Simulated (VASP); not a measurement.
SiC2:

```
CELL_PARAMETERS angstrom
-1.68817 1.68817 7.16232
1.68817 -1.68817 7.16232
1.68817 1.68817 -7.16232
ATOMIC_POSITIONS crystal
Si 0.00000 0.00000 0.00000
Si 0.75000 0.25000 0.50000
C 0.66667 0.66667 0.00000
C 0.33333 0.33333 0.00000
C 0.41667 0.91667 0.50000
C 0.08333 0.58333 0.50000
```

* Program: VASP 6.6.1
* Task: relaxation of cell and atoms
* Functional: PBE
* Potentials or basis: VASP PAW PBE potentials, release 64 (Si, C)
* Cutoff: 600 eV
* k mesh: 8 × 8 × 8
* Occupations: gaussian, width 0.1 eV
* Spin: no spin polarisation

At the start: pressure -40.3 GPa; volume 13.61 Å³/atom.

Question: How do energy, volume and symmetry change on relaxing?

Answer: Over 11 steps the energy falls by 842.2 meV/atom and the volume is 9.05 Å³/atom (-33.5 %); space group I4_1/amd (No. 141, to 0.1 Å) before and after.

Step by step:
```csv
step,energy change (eV),largest force (eV/Å),pressure (GPa),volume (Å³)
1,0.0000,0.4928,-40.30,81.65
2,-3.5635,4.2131,51.76,47.50
3,-4.6507,2.7077,0.88,55.64
4,-4.7144,2.4670,4.42,52.77
5,-5.0235,0.1551,1.71,54.09
6,-5.0236,0.0973,1.75,54.06
7,-5.0499,0.0894,-1.51,54.68
8,-5.0500,0.1028,-1.74,54.73
9,-5.0515,0.1583,0.90,54.19
10,-5.0533,0.0467,-0.24,54.42
11,-5.0534,0.0164,0.11,54.32
```

Final structure:
```yaml
crystal:
  lattice:
    - [-1.47220, 1.47220, 6.26512]
    - [1.47220, -1.47220, 6.26512]
    - [1.47220, 1.47220, -6.26512]
  atoms:
    - { symbol: Si, position: [0.00000, 0.00000, 0.00000] }
    - { symbol: Si, position: [0.75000, 0.25000, 0.50000] }
    - { symbol: C, position: [0.65966, 0.65966, 0.00000] }
    - { symbol: C, position: [0.34034, 0.34034, 0.00000] }
    - { symbol: C, position: [0.40966, 0.90966, 0.50000] }
    - { symbol: C, position: [0.09034, 0.59034, 0.50000] }
```

Caveat: the volume moved by over 15 % at a fixed basis, so the end points are rough.
